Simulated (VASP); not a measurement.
# NbAs (P4mm) in VASP: single point with PBE

Aim: the single point of NbAs with PBE.

Program: VASP 6.6.1. These are calculated values, not measurements. Logs are shortened: lines on timing, memory, paths and dates and some standing lists are left out, and cuts for length are marked.

## Step 1: The cell of the first run

Symmetry: P4mm, No. 99, tetragonal system. Conventional cell: a = 4.914 Å, b = 4.914 Å, c = 5.229 Å, α = 90.00°, β = 90.00°, γ = 90.00°. Within 3.4 Å of Nb (site symmetry 2mm) lie 4 As at 2.55 to 2.65 Å and 2 Nb at 2.96 Å. Within 3.5 Å of Nb (site symmetry 4mm) lie 4 As at 2.63 Å and 4 Nb at 2.96 Å. As (site symmetry 2mm) has 4 Nb at 2.58 to 2.65 Å and 2 As at 3.15 Å within 3.4 Å. Within 3.4 Å of As (site symmetry 4mm) lie 4 Nb at 2.55 Å and 4 As at 3.15 Å.

## Step 2: Single point, PBE

The input, INCAR:

```
SYSTEM = NbAs
PREC = Accurate ; ENCUT = 500
EDIFF = 1E-6 ; ISMEAR = 0
SIGMA = 0.2 ; LREAL = .FALSE.
LASPH = .TRUE. ; NELM = 120
ALGO = Normal ; ISIF = 2
LWAVE = .FALSE. ; LCHARG = .FALSE.
GGA = PE ; NBANDS = 36
GGA_COMPAT = .FALSE.
```

The input, KPOINTS:

```
regular mesh
0
G
  3 3 4
  0 0 0
```

The input, POSCAR:

```
NbAs
1.0
    4.9138860331      0.0000000000      0.0000000000
    0.0000000000      4.9138860331      0.0000000000
    0.0000000000      0.0000000000      5.2294943184
Nb As
3 3
Direct
    0.5000000000      0.0000000000      0.0288037421
    0.0000000000      0.5000000000      0.0288037421
    0.0000000000      0.0000000000      0.3446585612
    0.5000000000      0.0000000000      0.5222369616
    0.0000000000      0.5000000000      0.5222369616
    0.5000000000      0.5000000000     -0.1011717686
```

Potentials or basis: VASP PAW PBE potentials, release 64 (Nb_sv, As).

Run with:

```console
$ cat potpaw_PBE.64/Nb_sv/POTCAR potpaw_PBE.64/As/POTCAR > POTCAR
$ mpirun -np 1 vasp_std > vasp.out
```

OUTCAR:

```text
SYSTEM = NbAs
   PREC = Accurate
   ENCUT = 500
   EDIFF = 1E-6
   ISMEAR = 0
   LREAL = .FALSE.
   LASPH = .TRUE.
   NELM = 120
   ISIF = 2
   GGA = PE

 ion  position               nearest neighbor table
   1  0.500  0.000  0.029-   6 2.55   6 2.55   4 2.58   4 2.65   3 2.96   3 2.96
   2  0.000  0.500  0.029-   6 2.55   6 2.55   5 2.58   5 2.65   3 2.96   3 2.96
   3  0.000  0.000  0.345-   4 2.63   5 2.63   5 2.63   4 2.63   2 2.96   1 2.96   1 2.96   2 2.96

   4  0.500  0.000  0.522-   1 2.58   3 2.63   3 2.63   1 2.65
   5  0.000  0.500  0.522-   2 2.58   3 2.63   3 2.63   2 2.65
   6  0.500  0.500  0.899-   1 2.55   2 2.55   1 2.55   2 2.55

  LATTYP: Found a simple tetragonal cell.
 ALAT       =     4.9138860331
 C/A-ratio  =     1.0642278399

  Lattice vectors:

 A1 = (   4.9138860331,   0.0000000000,   0.0000000000)
 A2 = (   0.0000000000,   4.9138860331,   0.0000000000)
 A3 = (   0.0000000000,   0.0000000000,   5.2294943184)

Analysis of symmetry for initial positions (statically):
=====================================================================
 Subroutine PRICEL returns:
 Original cell was already a primitive cell.

 Routine SETGRP: Setting up the symmetry group for a
 simple tetragonal supercell.

 Subroutine GETGRP returns: Found  8 space group operations
 (whereof  8 operations were pure point group operations)
 out of a pool of 16 trial point group operations.

The static configuration has the point symmetry C_4v.

Analysis of symmetry for dynamics (positions and initial velocities):
=====================================================================
 Subroutine PRICEL returns:
 Original cell was already a primitive cell.

 Routine SETGRP: Setting up the symmetry group for a
 simple tetragonal supercell.

 Subroutine GETGRP returns: Found  8 space group operations
 (whereof  8 operations were pure point group operations)
 out of a pool of 16 trial point group operations.

The dynamic configuration has the point symmetry C_4v.

 Subroutine INISYM returns: Found  8 space group operations
 (whereof  8 operations are pure point group operations),
 and found     1 'primitive' translations

----------------------------------------------------------------------------------------

                                     Primitive cell

  volume of cell :     126.2728

  direct lattice vectors                    reciprocal lattice vectors
[... 81 lines left out ...]
   EDIFFG = 0.1E-04   stopping-criterion for IOM
   NSW    =      0    number of steps for IOM
   IBRION =     -1    ionic relax: 0-MD 1-quasi-New 2-CG
   NFREE  =      0    steps in history (QN), initial steepest desc. (CG)
   ISIF   =      2    stress and relaxation
   ISYM   =      2    0-nonsym 1-usesym 2-fastsym
   POTIM  = 0.5000    time-step for ionic-motion
   TEBEG  =    0.0;   TEEND  =   0.0 temperature during run
   PSTRESS=    0.0 pullay stress
   NELECT =      54.0000    total number of electrons
   NUPDOWN=      -1.0000    fix difference up-down
   EMIN   =  10.00;   EMAX   =-10.00  energy-range for DOS
   EFERMI =   0.00;   METHOD = LEGACY
   ISMEAR =     0;   SIGMA  =   0.20  broadening in eV -4-tet -1-fermi 0-gaus
   EFERMI_NEDOS =   21; number of points for ismear=-14 and -15
   IALGO  =     38    algorithm
   IMIX   =      4    mixing-type and parameters
     AMIX     =   0.40;   BMIX     =  1.00
     AMIX_MAG =   1.60;   BMIX_MAG =  1.00
  volume/ion in A,a.u.               =      21.05       142.02
  Fermi-wavevector in a.u.,A,eV,Ry     =   1.233397  2.330782 20.698101  1.521268
  Thomas-Fermi vector in A             =   2.368129
   LORBIT       =      0    0 simple, 1 ext, 2 COOP (PROOUT), +10 PAW based schemes
   GGA     = PE    functional components
   LHFCALC =     F    Hartree Fock is set to
   AEXX    =    0.0000 exact exchange contribution
   IVDW    =     0    specifies the selected vdW correction
   LEPSILON=     F    determine dielectric tensor
   LRPA    =     F    only Hartree local field effects (RPA)
 non-spin polarized calculation
 Gauss-broadening in eV      SIGMA  =   0.20
  energy-cutoff  :      500.00
  volume of cell :      126.27
 maximum number of plane-waves:      3219
 NGX is ok and might be reduce to    36
   NGX = 17   NGY = 17   NGZ = 19

 number of electron      53.9999996 magnetization

 Free energy of the ion-electron system (eV)
  ---------------------------------------------------
  ext. energy  EPLUGINS =         0.00000000
  ---------------------------------------------------
  free energy    TOTEN  =       -44.59043696 eV

  energy without entropy =      -44.47420155  energy(sigma->0) =      -44.53231926

 E-fermi :   7.2575     XC(G=0): -10.7766

 val. band max:        7.2421021993   @ k =   0.3333   0.3333   0.5000
 cond. band min:       7.2996191007   @ k =   0.3333   0.0000   0.2500
 fundamental gap:      0.0575169014
 Fermi energy:         7.2575227301

 k-point     1 :       0.0000    0.0000    0.0000
  band No.  band energies     occupation
      1     -47.8274      2.00000
      2     -47.7928      2.00000
      3     -47.6502      2.00000
      4     -24.0461      2.00000
      5     -24.0461      2.00000
      6     -24.0332      2.00000
[... 340 lines left out ...]
     35      10.1322      0.00000
     36      10.4786      0.00000

------------------------ aborting loop because EDIFF is reached ----------------------------------------

  FORCE on cell =-STRESS in cart. coord.  units (eV):
  Direction    XX          YY          ZZ          XY          YZ          ZX
  --------------------------------------------------------------------------------------
  -------------------------------------------------------------------------------------
  Total        0.2900001      0.2900001      0.0835558      0.0000000      0.0000000      0.0000000
  in kB        3.6795857      3.6795857      1.0601748      0.0000000      0.0000000      0.0000000
  external PRESSURE =       2.8064487 kB  Pullay stress =       0.0000000 kB

 VOLUME and BASIS-vectors are now :
 -----------------------------------------------------------------------------
  energy-cutoff  :      500.00
  volume of cell :      126.27
      direct lattice vectors                 reciprocal lattice vectors
     4.913886033  0.000000000  0.000000000     0.203504923  0.000000000  0.000000000
     0.000000000  4.913886033  0.000000000     0.000000000  0.203504923  0.000000000
     0.000000000  0.000000000  5.229494318     0.000000000  0.000000000  0.191223078

 POSITION                                       TOTAL-FORCE (eV/Angst)
 -----------------------------------------------------------------------------------
      2.45694      0.00000      0.15063         0.000000      0.000000      0.038250
      0.00000      2.45694      0.15063        -0.000000     -0.000000      0.038250
      0.00000      0.00000      1.80239         0.000000      0.000000     -0.054837
      2.45694      0.00000      2.73104         0.000000      0.000000     -0.026896
      0.00000      2.45694      2.73104         0.000000      0.000000     -0.026896
      2.45694      2.45694      4.70042         0.000000     -0.000000      0.032128
 -----------------------------------------------------------------------------------
    total drift:                                0.000000     -0.000000     -0.000489

  FREE ENERGIE OF THE ION-ELECTRON SYSTEM (eV)
  ---------------------------------------------------
  free  energy   TOTEN  =       -44.5904369639 eV

  energy  without entropy=      -44.4742015543  energy(sigma->0) =      -44.53231926
```

OSZICAR:

```text
N       E                     dE             d eps       ncg     rms          rms(c)
DAV:   1     0.533414348315E+03    0.53341E+03   -0.27534E+04   664   0.141E+03
DAV:   2     0.165645883658E+01   -0.53176E+03   -0.51945E+03   804   0.521E+02
DAV:   3    -0.424527389044E+02   -0.44109E+02   -0.43179E+02  1056   0.112E+02
DAV:   4    -0.467575634702E+02   -0.43048E+01   -0.42742E+01  1104   0.302E+01
DAV:   5    -0.468994049283E+02   -0.14184E+00   -0.14148E+00  1048   0.547E+00    0.121E+01
DAV:   6    -0.450094731623E+02    0.18899E+01   -0.12606E+01  1016   0.177E+01    0.446E+00
DAV:   7    -0.446725411876E+02    0.33693E+00   -0.20973E+00   984   0.769E+00    0.304E+00
DAV:   8    -0.446373266142E+02    0.35215E-01   -0.68987E-01  1056   0.571E+00    0.182E+00
DAV:   9    -0.445875500029E+02    0.49777E-01   -0.24055E-01  1072   0.318E+00    0.815E-01
DAV:  10    -0.445904549060E+02   -0.29049E-02   -0.31714E-02  1072   0.121E+00    0.292E-01
DAV:  11    -0.445904143368E+02    0.40569E-04   -0.56028E-03   992   0.437E-01    0.695E-02
DAV:  12    -0.445904402065E+02   -0.25870E-04   -0.43627E-04   976   0.170E-01    0.191E-02
DAV:  13    -0.445904361124E+02    0.40942E-05   -0.36000E-05  1024   0.393E-02    0.105E-02
DAV:  14    -0.445904376805E+02   -0.15681E-05   -0.45259E-06   760   0.165E-02    0.300E-03
DAV:  15    -0.445904369639E+02    0.71662E-06   -0.64502E-07   512   0.799E-03
   1 F= -.44590437E+02 E0= -.44532319E+02  d E =-.116235E+00
```

stdout:

```text
POSCAR found type information on POSCAR NbAs
 POSCAR found :  2 types and       6 ions
 scaLAPACK will be used
 LDA part: xc-table for (Slater+PW92), standard interpolation
 POSCAR, INCAR and KPOINTS ok, starting setup
 FFT: planning ... GRIDC
 FFT: planning ... GRID_SOFT
 FFT: planning ... GRID
 WAVECAR not read
 entering main loop
```

It took 41 s on 1 thread of Intel Xeon 6975P-C, shared host; peak memory 0.21 GiB.

What came out:

```yaml
Free_energy: -44.5904 eV
Pressure: 0.3 GPa
Largest_force: 0.055 eV/Å
Band_gap_on_the_k_mesh: zero (band 27 reaches 7.84 eV, above the bottom of band 28 at 7.11 eV)
```

Forces on the atoms (eV/Å):
```
Nb   0.000  0.000  0.038
Nb   0.000  0.000  0.038
Nb   0.000  0.000 -0.055
As   0.000  0.000 -0.027
As   0.000  0.000 -0.027
As   0.000  0.000  0.032
```

Stress tensor (GPa, compression positive):
```
0.37 0.00 0.00
0.00 0.37 0.00
0.00 0.00 0.11
```

Caveat: the k points lie up to 0.43 Å⁻¹ apart.
